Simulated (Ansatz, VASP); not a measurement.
## Two plane-wave programs on Pt

INCAR

```
PREC = Accurate
ENCUT = 520
EDIFF = 1E-6
ISMEAR = 0
SIGMA = 0.15
LREAL = F
LASPH = T
NELM = 60
ALGO = Normal
ISIF = 2
LWAVE = F
LCHARG = F
GGA = PS
NBANDS = 17
```

KPOINTS

```
regular mesh
0
Gamma
  18 18 10
```

File POSCAR:

```
Pt
1.0
    2.7888000000      0.0000000000      0.0000000000
   -1.3944000000      2.4151716461      0.0000000000
    0.0000000000      0.0000000000      4.8638000000
Pt
2
Direct
    0.6666666667      0.3333333333      0.7500000000
    0.3333333333      0.6666666667      0.2500000000
```

Input for Ansatz:

```yaml
crystal:
  lattice:
    - [2.7888, 0.0, 0.0]
    - [-1.3944, 2.4151716461, 0.0]
    - [0.0, 0.0, 4.8638]
  atoms:
    - { symbol: Pt, position: [0.6666666667, 0.3333333333, 0.75] }
    - { symbol: Pt, position: [0.3333333333, 0.6666666667, 0.25] }
basis:
  ecutwfc: 420
kpoints:
  mp_grid: { grid: [18, 18, 10] }
hamiltonian:
  xc: pbesol
scf:
  occupations: { method: gaussian, width: 0.15 }
output:
  forces: true
  stress: true
  eigenvalues: true
```

Alike in both runs: task single point; functional PBEsol; k mesh 18 × 18 × 10; occupations gaussian, width 0.15 eV; no spin polarisation.

|  | VASP | Ansatz |
| --- | --- | --- |
| version | VASP 6.6.1 | Ansatz 0.2.0 |
| potentials or method | VASP PAW PBE potentials, release 64 (Pt), cutoff 520 eV | scalar-relativistic, plane waves, PAW |
| valence electrons in the cell | 20 | 36 |

|  | VASP | Ansatz | Ansatz less VASP |
| --- | --- | --- | --- |
| gap on the k mesh at the Fermi level (eV) | none | none | - |
| pressure (GPa) | -18.1 | -17.7 | +0.35 |
| traceless stress, the component that is largest in VASP (GPa) | 0.21 | 0.32 | +0.116 |

VASP's potentials were made for PBE, not for PBEsol. A gap of «none» marks a metal or a gap that the smearing closes. VASP's potentials hold 20 valence electrons a cell and Ansatz's 36, so a difference there can come from the potentials and not from the codes.

Neither program's run includes spin-orbit coupling.
